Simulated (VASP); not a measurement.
A run of VASP 6.6.1:

File INCAR:

```
PREC = Accurate
ENCUT = 600
EDIFF = 1E-6
ISMEAR = 0
SIGMA = 0.02
LREAL = F
LASPH = T
NELM = 60
ALGO = Normal
ISIF = 3
LWAVE = F
LCHARG = F
GGA = PE
IVDW = 12
IBRION = 2
NSW = 70
EDIFFG = -0.005
```

Contents of KPOINTS:

```
regular mesh
0
Gamma
  9 9 6
```

POSCAR

```
AlN
1.0
    3.1302279165      0.0000000000      0.0000000000
   -1.5651139583      2.7108568953      0.0000000000
    0.0000000000      0.0000000000      5.0181059732
Al N
2 2
Direct
    0.3333333333      0.6666666667      0.0002300922
    0.6666666667      0.3333333333      0.5002300922
    0.3333333333      0.6666666667      0.3817699078
    0.6666666667      0.3333333333      0.8817699078
```

Potentials or basis: VASP PAW PBE potentials, release 64 (Al, N).

Launch:

```console
$ cat potpaw_PBE.64/Al/POTCAR potpaw_PBE.64/N/POTCAR > POTCAR
$ mpirun -np 1 vasp_std > vasp.out
```

Hardware: 1 thread of Intel(R) Xeon(R) Platinum 8375C CPU @ 2.90GHz (Ice Lake), with other jobs on the host.

Question: Estimate the wall time of this run.

Answer: Wall time 75 s on 1 thread of Intel(R) Xeon(R) Platinum 8375C CPU @ 2.90GHz (Ice Lake) (shared host), peak memory 0.2 GiB. Counts: scf iterations 45, k points 48, ion steps 8.
